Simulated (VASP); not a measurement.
# Mg2Si (Fm-3m) in VASP: notebook

Mg2Si is run at these levels: PBEsol; tasks: single point.

All numbers are computed with VASP 6.6.1; they aren't measurements. Logs are shortened: lines on timing, memory, paths and dates and some standing lists are left out, and cuts for length are marked.

## (1) The cell of the first run

Symmetry: Fm-3m, No. 225, cubic system. Conventional cell: a = 6.391 Å, b = 6.391 Å, c = 6.391 Å, α = 90.00°, β = 90.00°, γ = 90.00°. Mg (site symmetry -43m) has 4 Si at 2.77 Å and 6 Mg at 3.20 Å within 3.6 Å. Si (site symmetry m-3m) has 8 Mg at 2.77 Å within 3.6 Å.

## (2) Single point, PBEsol

Input file INCAR:

```
PREC     = Accurate       # precision mode
ENCUT    = 600            # plane-wave cutoff, eV
EDIFF    = 1E-6           # SCF threshold, eV
ISMEAR   = 0              # smearing method
SIGMA    = 0.1            # smearing width, eV
LREAL    = False          # projectors in reciprocal space
LASPH    = True           # aspherical terms in the spheres
NELM     = 120            # most SCF steps
ALGO     = Normal         # electronic algorithm
ISIF     = 2              # what is computed and relaxed
LWAVE    = False          # write WAVECAR
LCHARG   = False          # write CHGCAR
GGA      = PS             # functional
NBANDS   = 11             # bands
GGA_COMPAT= False
```

Input file KPOINTS:

```
Automatic mesh
0
Gamma
  6 6 6
```

Input file POSCAR:

```
Mg2Si
1.0
    0.0000000000      3.1955000000      3.1955000000
    3.1955000000      0.0000000000      3.1955000000
    3.1955000000      3.1955000000      0.0000000000
Mg Si
2 1
Direct
    0.2500000000      0.2500000000      0.2500000000
    0.7500000000      0.7500000000      0.7500000000
    0.0000000000      0.0000000000      0.0000000000
```

Potentials or basis: VASP PAW PBE potentials, release 64 (Mg, Si).

Started as:

```sh
$ cat potpaw_PBE.64/Mg/POTCAR potpaw_PBE.64/Si/POTCAR > POTCAR
$ mpirun -np 1 vasp_std > vasp.out
```

OUTCAR:

```text
PREC = Accurate
   ENCUT = 600
   EDIFF = 1E-6
   ISMEAR = 0
   LREAL = False
   LASPH = True
   NELM = 120
   ISIF = 2
   GGA = PS

 ion  position               nearest neighbor table
   1  0.250  0.250  0.250-   3 2.77   3 2.77   3 2.77   3 2.77   2 3.20   2 3.20   2 3.20   2 3.20
                             2 3.20   2 3.20
   2  0.750  0.750  0.750-   3 2.77   3 2.77   3 2.77   3 2.77   1 3.20   1 3.20   1 3.20   1 3.20
                             1 3.20   1 3.20
   3  0.000  0.000  0.000-   2 2.77   2 2.77   2 2.77   1 2.77   2 2.77   1 2.77   1 2.77   1 2.77

  LATTYP: Found a face centered cubic cell.
 ALAT       =     6.3910000000

  Lattice vectors:

 A1 = (   0.0000000000,   3.1955000000,   3.1955000000)
 A2 = (   3.1955000000,   0.0000000000,   3.1955000000)
 A3 = (   3.1955000000,   3.1955000000,   0.0000000000)

Analysis of symmetry for initial positions (statically):
=====================================================================
 Subroutine PRICEL returns:
 Original cell was already a primitive cell.

 Routine SETGRP: Setting up the symmetry group for a
 face centered cubic supercell.

 Subroutine GETGRP returns: Found 48 space group operations
 (whereof 48 operations were pure point group operations)
 out of a pool of 48 trial point group operations.

The static configuration has the point symmetry O_h .

Analysis of symmetry for dynamics (positions and initial velocities):
=====================================================================
 Subroutine PRICEL returns:
 Original cell was already a primitive cell.

 Routine SETGRP: Setting up the symmetry group for a
 face centered cubic supercell.

 Subroutine GETGRP returns: Found 48 space group operations
 (whereof 48 operations were pure point group operations)
 out of a pool of 48 trial point group operations.

The dynamic configuration has the point symmetry O_h .

 Subroutine INISYM returns: Found 48 space group operations
 (whereof 48 operations are pure point group operations),
 and found     1 'primitive' translations

----------------------------------------------------------------------------------------

                                     Primitive cell

  volume of cell :      65.2599

  direct lattice vectors                    reciprocal lattice vectors
     0.000000000  3.195500000  3.195500000    -0.156470036  0.156470036  0.156470036
     3.195500000  0.000000000  3.195500000     0.156470036 -0.156470036  0.156470036
     3.195500000  3.195500000  0.000000000     0.156470036  0.156470036 -0.156470036

  length of vectors
     4.519119439  4.519119439  4.519119439     0.271014052  0.271014052  0.271014052

  position of ions in fractional coordinates (direct lattice)
     0.250000000  0.250000000  0.250000000
     0.750000000  0.750000000  0.750000000
     0.000000000  0.000000000  0.000000000

  ion indices of the primitive-cell ions
   primitive index   ion index
                 1           1
                 2           2
                 3           3

----------------------------------------------------------------------------------------

 KPOINTS: Automatic mesh

Automatic generation of k-mesh.
 Grid dimensions read from file:
 generate k-points for:    6    6    6

 Generating k-lattice:

  Cartesian coordinates                     Fractional coordinates (reciprocal lattice)
    -0.026078339  0.026078339  0.026078339     0.166666667  0.000000000  0.000000000
     0.026078339 -0.026078339  0.026078339     0.000000000  0.166666667  0.000000000
     0.026078339  0.026078339 -0.026078339     0.000000000  0.000000000  0.166666667

  Length of vectors
     0.045169009  0.045169009  0.045169009

  Shift w.r.t. Gamma in fractional coordinates (k-lattice)
     0.000000000  0.000000000  0.000000000

 Subroutine IBZKPT returns following result:
 ===========================================

 Found     16 irreducible k-points:

 Following reciprocal coordinates:
            Coordinates               Weight
  0.000000  0.000000  0.000000      1.000000
  0.166667  0.000000  0.000000      8.000000
  0.333333  0.000000  0.000000      8.000000
  0.500000  0.000000  0.000000      4.000000
  0.166667  0.166667  0.000000      6.000000
  0.333333  0.166667  0.000000     24.000000
[... 8 lines left out ...]
 -0.333333  0.333333  0.166667     24.000000
 -0.333333  0.500000  0.166667     12.000000
   k-points           NKPTS =     16   k-points in BZ     NKDIM =     16   number of bands    NBANDS=     11
   number of dos      NEDOS =    301   number of ions     NIONS =      3
   total plane-waves  NPLWV =  46656
   dimension x,y,z NGX =    36 NGY =   36 NGZ =   36
   dimension x,y,z NGXF=    72 NGYF=   72 NGZF=   72
   ions per type =               2   1
   NGX,Y,Z   is equivalent  to a cutoff of  13.24, 13.24, 13.24 a.u.
   NGXF,Y,Z  is equivalent  to a cutoff of  26.49, 26.49, 26.49 a.u.
 SYSTEM =  unknown system
   PREC   = accura    normal or accurate (medium, high low for compatibility)
   ISTART =      0    job   : 0-new  1-cont  2-samecut
   ICHARG =      2    charge: 1-file 2-atom 10-const
   ISPIN  =      1    spin polarized calculation?
   LNONCOLLINEAR =      F non collinear calculations
   LSORBIT =      F    spin-orbit coupling
   LASPH  =      T    aspherical Exc in radial PAW
   ENCUT  =  600.0 eV  44.10 Ry    6.64 a.u.   9.03  9.03  9.03*2*pi/ulx,y,z
   NELM   =    120;   NELMIN=  2; NELMDL= -5     # of ELM steps
   EDIFF  = 0.1E-05   stopping-criterion for ELM
   LREAL  =      F    real-space projection
   EDIFFG = 0.1E-04   stopping-criterion for IOM
   NSW    =      0    number of steps for IOM
   IBRION =     -1    ionic relax: 0-MD 1-quasi-New 2-CG
   NFREE  =      0    steps in history (QN), initial steepest desc. (CG)
   ISIF   =      2    stress and relaxation
   ISYM   =      2    0-nonsym 1-usesym 2-fastsym
   POTIM  = 0.5000    time-step for ionic-motion
   TEBEG  =    0.0;   TEEND  =   0.0 temperature during run
   PSTRESS=    0.0 pullay stress
   NELECT =       8.0000    total number of electrons
   NUPDOWN=      -1.0000    fix difference up-down
   EMIN   =  10.00;   EMAX   =-10.00  energy-range for DOS
   EFERMI =   0.00;   METHOD = LEGACY
   ISMEAR =     0;   SIGMA  =   0.10  broadening in eV -4-tet -1-fermi 0-gaus
   EFERMI_NEDOS =   21; number of points for ismear=-14 and -15
   IALGO  =     38    algorithm
   IMIX   =      4    mixing-type and parameters
     AMIX     =   0.40;   BMIX     =  1.00
     AMIX_MAG =   1.60;   BMIX_MAG =  1.00
  volume/ion in A,a.u.               =      21.75       146.80
  Fermi-wavevector in a.u.,A,eV,Ry     =   0.813247  1.536815  8.998503  0.661371
  Thomas-Fermi vector in A             =   1.922938
   LORBIT       =      0    0 simple, 1 ext, 2 COOP (PROOUT), +10 PAW based schemes
   GGA     = PS    functional components
   LHFCALC =     F    Hartree Fock is set to
   AEXX    =    0.0000 exact exchange contribution
   IVDW    =     0    specifies the selected vdW correction
   LEPSILON=     F    determine dielectric tensor
   LRPA    =     F    only Hartree local field effects (RPA)
 non-spin polarized calculation
 Gauss-broadening in eV      SIGMA  =   0.10
  energy-cutoff  :      600.00
  volume of cell :       65.26
 maximum number of plane-waves:      2200
   NGX = 17   NGY = 17   NGZ = 17

 number of electron       8.0000000 magnetization

 Free energy of the ion-electron system (eV)
  ---------------------------------------------------
  ext. energy  EPLUGINS =         0.00000000
  ---------------------------------------------------
  free energy    TOTEN  =        -9.63964010 eV

  energy without entropy =       -9.63868460  energy(sigma->0) =       -9.63916235

 E-fermi :   3.5123     XC(G=0):  -8.8084

 val. band max:        3.4418909813   @ k =   0.0000   0.0000   0.0000
 cond. band min:       3.5826331401   @ k =   0.5000   0.5000   0.0000
 fundamental gap:      0.1407421588
 Fermi energy:         3.5122621354

 k-point     1 :       0.0000    0.0000    0.0000
  band No.  band energies     occupation
      1      -5.5971      2.00000
      2       3.4419      1.68036
      3       3.4419      1.68036
      4       3.4419      1.68036
      5       5.1449      0.00000
      6       5.9534      0.00000
      7       5.9534      0.00000
      8       5.9534      0.00000
      9       9.0392      0.00000
     10       9.0392      0.00000
     11       9.7333      0.00000

 k-point     2 :       0.1667    0.0000    0.0000
  band No.  band energies     occupation
      1      -5.3538      2.00000
      2       1.7312      2.00000
      3       3.1957      1.99999
      4       3.1957      1.99999
      5       5.2592      0.00000
      6       6.3541      0.00000
      7       6.3541      0.00000
      8       7.1367      0.00000
      9       8.2692      0.00000
     10       8.2692      0.00000
     11       9.8270      0.00000

 k-point     3 :       0.3333    0.0000    0.0000
  band No.  band energies     occupation
      1      -4.7055      2.00000
      2      -0.2913      2.00000
      3       2.8666      2.00000
      4       2.8666      2.00000
      5       4.7845      0.00000
      6       6.2033      0.00000
      7       6.2033      0.00000
      8       8.5029      0.00000
      9       9.1344      0.00000
     10       9.1344      0.00000
     11       9.8593      0.00000

 k-point     4 :       0.5000    0.0000    0.0000
  band No.  band energies     occupation
      1      -4.1948      2.00000
      2      -1.2853      2.00000
      3       2.7449      2.00000
      4       2.7449      2.00000
      5       4.6044      0.00000
      6       5.9426      0.00000
      7       5.9426      0.00000
      8       8.3005      0.00000
      9      11.3589      0.00000
     10      11.3589      0.00000
     11      11.5093      0.00000

 k-point     5 :       0.1667    0.1667    0.0000
  band No.  band energies     occupation
      1      -5.2719      2.00000
      2       1.9610      2.00000
      3       2.6803      2.00000
      4       2.6803      2.00000
      5       5.1529      0.00000
      6       6.0888      0.00000
      7       7.1576      0.00000
      8       7.1576      0.00000
      9       7.5938      0.00000
     10       9.4373      0.00000
     11      11.1982      0.00000
[... 99 lines left out ...]
 k-point    13 :       0.5000    0.5000    0.0000
  band No.  band energies     occupation
      1      -3.6489      2.00000
      2      -0.9584      2.00000
      3       1.5104      2.00000
      4       1.5104      2.00000
      5       3.5826      0.31964
      6       3.8013      0.00004
      7      11.2088      0.00000
      8      11.2088      0.00000
      9      11.7421      0.00000
     10      11.7421      0.00000
     11      12.0689      0.00000

 k-point    14 :       0.5000    0.3333    0.1667
  band No.  band energies     occupation
      1      -4.1875      2.00000
      2      -0.1712      2.00000
      3       0.8132      2.00000
      4       1.8615      2.00000
      5       5.6072      0.00000
      6       5.8196      0.00000
      7       6.6267      0.00000
      8       9.0742      0.00000
      9       9.5193      0.00000
     10      11.0846      0.00000
     11      12.6238      0.00000

 k-point    15 :      -0.3333    0.3333    0.1667
  band No.  band energies     occupation
      1      -3.7840      2.00000
      2      -0.6250      2.00000
      3       0.3907      2.00000
      4       1.4899      2.00000
      5       5.6509      0.00000
      6       6.1297      0.00000
      7       7.7560      0.00000
      8       8.3035      0.00000
      9       9.2641      0.00000
     10      11.3782      0.00000
     11      12.3611      0.00000

 k-point    16 :      -0.3333    0.5000    0.1667
  band No.  band energies     occupation
      1      -3.6136      2.00000
      2      -0.5869      2.00000
      3       0.4669      2.00000
      4       0.9308      2.00000
      5       5.1146      0.00000
      6       5.5101      0.00000
      7       8.3713      0.00000
      8       8.5152      0.00000
      9      11.4598      0.00000
     10      11.7899      0.00000
     11      11.9925      0.00000

------------------------ aborting loop because EDIFF is reached ----------------------------------------

  FORCE on cell =-STRESS in cart. coord.  units (eV):
  Direction    XX          YY          ZZ          XY          YZ          ZX
  --------------------------------------------------------------------------------------
  -------------------------------------------------------------------------------------
  Total       -0.6908592     -0.6908592     -0.6908592     -0.0000000     -0.0000000      0.0000000
  in kB      -16.9610869    -16.9610869    -16.9610869     -0.0000000     -0.0000000      0.0000000
  external PRESSURE =     -16.9610869 kB  Pullay stress =       0.0000000 kB

 VOLUME and BASIS-vectors are now :
 -----------------------------------------------------------------------------
  energy-cutoff  :      600.00
  volume of cell :       65.26
      direct lattice vectors                 reciprocal lattice vectors
     0.000000000  3.195500000  3.195500000    -0.156470036  0.156470036  0.156470036
     3.195500000  0.000000000  3.195500000     0.156470036 -0.156470036  0.156470036
     3.195500000  3.195500000  0.000000000     0.156470036  0.156470036 -0.156470036

 POSITION                                       TOTAL-FORCE (eV/Angst)
 -----------------------------------------------------------------------------------
      1.59775      1.59775      1.59775         0.000000      0.000000     -0.000000
      4.79325      4.79325      4.79325        -0.000000     -0.000000     -0.000000
      0.00000      0.00000      0.00000         0.000000      0.000000      0.000000
 -----------------------------------------------------------------------------------
    total drift:                               -0.000000     -0.000000     -0.000000

  FREE ENERGIE OF THE ION-ELECTRON SYSTEM (eV)
  ---------------------------------------------------
  free  energy   TOTEN  =        -9.6396401036 eV

  energy  without entropy=       -9.6386845971  energy(sigma->0) =       -9.63916235
```

Run time: 12 s. Hardware: 1 thread of Intel Xeon 6975P-C, shared host; peak memory 0.21 GiB.

Results:

```
Free energy            : -9.6396 eV
Pressure               : -1.7 GPa
Band gap on the k mesh : 0.14 eV, indirect (least direct gap 1.70 eV)
```

Caveat: the PAW data sets were made with another functional, which shifts forces and pressure a little. A k mesh can miss the band edges.

## (3) Single point, PBEsol

This run uses another cell than the first one, of 21.10 Å³/atom, 0.970 times its volume.

Input file INCAR:

```
ALGO = Normal
EDIFF = 1E-6
ENCUT = 600
GGA = PS
GGA_COMPAT = False
ISIF = 2
ISMEAR = 0
LASPH = True
LCHARG = False
LREAL = False
LWAVE = False
NBANDS = 11
NELM = 120
PREC = Accurate
SIGMA = 0.01
```

Input file KPOINTS:

```
k-points
0
Gamma
  10 10 10
```

Input file POSCAR:

```
Mg2Si
1.0
    0.0000000000      3.1633884222      3.1633884222
    3.1633884222      0.0000000000      3.1633884222
    3.1633884222      3.1633884222      0.0000000000
Mg Si
2 1
Direct
    0.2500000000      0.2500000000      0.2500000000
    0.7500000000      0.7500000000      0.7500000000
    0.0000000000      0.0000000000      0.0000000000
```

Potentials or basis: VASP PAW PBE potentials, release 64 (Mg, Si).

Started as:

```sh
$ cat potpaw_PBE.64/Mg/POTCAR potpaw_PBE.64/Si/POTCAR > POTCAR
$ mpirun -np 1 vasp_std > vasp.out
```

Run time: 24 s. Hardware: 1 thread of Intel Xeon 6975P-C, shared host; peak memory 0.22 GiB.

It converged, with:

```
Free energy            : -9.6724 eV
Pressure               : -0.1 GPa
Band gap on the k mesh : 0.11 eV, indirect (least direct gap 1.88 eV)
```

Levels at points of the mesh, in eV from the valence-band top:
| k point | band 1 | band 2 | band 3 | band 4 | band 5 | band 6 | band 7 | band 8 |
| --- | --- | --- | --- | --- | --- | --- | --- | --- |
| (0.00, 0.00, 0.00) | -9.17 | 0.00 | 0.00 | 0.00 | 1.88 | 2.56 | 2.56 | 2.56 |
| (0.50, 0.00, 0.00) | -7.71 | -4.82 | -0.71 | -0.71 | 1.28 | 2.52 | 2.52 | 4.94 |
| (0.50, 0.50, 0.00) | -7.15 | -4.47 | -1.97 | -1.97 | 0.11 | 0.41 | 7.94 | 7.94 |

Caveat: the PAW data sets were made with another functional, which shifts forces and pressure a little. A k mesh can miss the band edges.
